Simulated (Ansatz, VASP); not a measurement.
## N in VASP and in Ansatz

```
N
1.0
     3.58042    0.00000    0.00000
    -1.79021    3.10074    0.00000
     0.00000    0.00000    7.64151
N
4
Direct
  0.33333 0.66667 0.32157
  0.33333 0.66667 0.17843
  0.66667 0.33333 0.82157
  0.66667 0.33333 0.67843
```

Alike in both runs: task single point; functional r2SCAN; k mesh 12 × 12 × 4; no spin polarisation.

```csv
,VASP,Ansatz
version,VASP 6.6.1,Ansatz 0.2.0
potentials or method,"VASP PAW PBE potentials, release 64 (N)","plane waves, PAW"
plane-wave cutoff (eV),520,500
occupations,"gaussian, width 0.01 eV",fixed
valence electrons in the cell,20,20
```

```csv
,VASP,Ansatz,Ansatz less VASP
gap on the k mesh at the Fermi level (eV),7.70,7.74,+0.035
pressure (GPa),3.1,0.3,-2.78
"traceless stress, the component that is largest in VASP (GPa)",6.11,-0.17,-6.285
rms of the force components (eV/Å),1.296,0.033,-1.2633
```

VASP's potentials were made for PBE, not for r2SCAN. Atom by atom the forces differ by 1.329 eV/Å (rms over components).

Noted on VASP's run: the standard files for N, O and F lose accuracy on very short bonds.
